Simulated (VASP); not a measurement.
Input of a VASP 6.6.1 run:

Contents of INCAR:

```
SYSTEM = Zr3S2
PREC = Accurate ; ENCUT = 520
EDIFF = 1E-7 ; ISMEAR = 0
SIGMA = 0.1 ; LREAL = .False.
LASPH = .True. ; NELM = 80
ALGO = Normal ; ISIF = 2
LWAVE = .False. ; LCHARG = .False.
GGA = PE ; NBANDS = 32
```

The input KPOINTS:

```
Automatic mesh
0
Gamma
  4 4 4
  0 0 0
```

The input POSCAR:

```
Zr3S2
1.0
   -1.7830827110      3.2242774725      4.0098329233
    1.7830827110     -3.2242774725      4.0098329233
    1.7830827110      3.2242774725     -4.0098329233
Zr S
3 2
Direct
    0.6986348719      0.6986348719      0.0000000000
    0.3013651281      0.3013651281      0.0000000000
    0.0000000000      0.5000000000      0.5000000000
    0.2795732031      0.0000000000      0.2795732031
    0.7204267969      0.0000000000      0.7204267969
```

Potentials or basis: VASP PAW PBE potentials, release 64 (Zr_sv, S).

Launch:

```sh
$ cat potpaw_PBE.64/Zr_sv/POTCAR potpaw_PBE.64/S/POTCAR > POTCAR
$ mpirun -np 1 vasp_std > vasp.out
```

What does it give for the band gap on the k mesh?

Zero (bands 24 and 25 overlap by 0.19 eV).

What does it give for the pressure?

0.1 GPa.

Forces in eV/Å, atoms in the order of the input:
```
Zr   0.000  0.000 -0.021
Zr   0.000  0.000  0.021
Zr   0.000  0.000  0.000
S    0.000 -0.001  0.000
S    0.000  0.001  0.000
```

Caveat: the k points lie up to 0.48 Å⁻¹ apart.
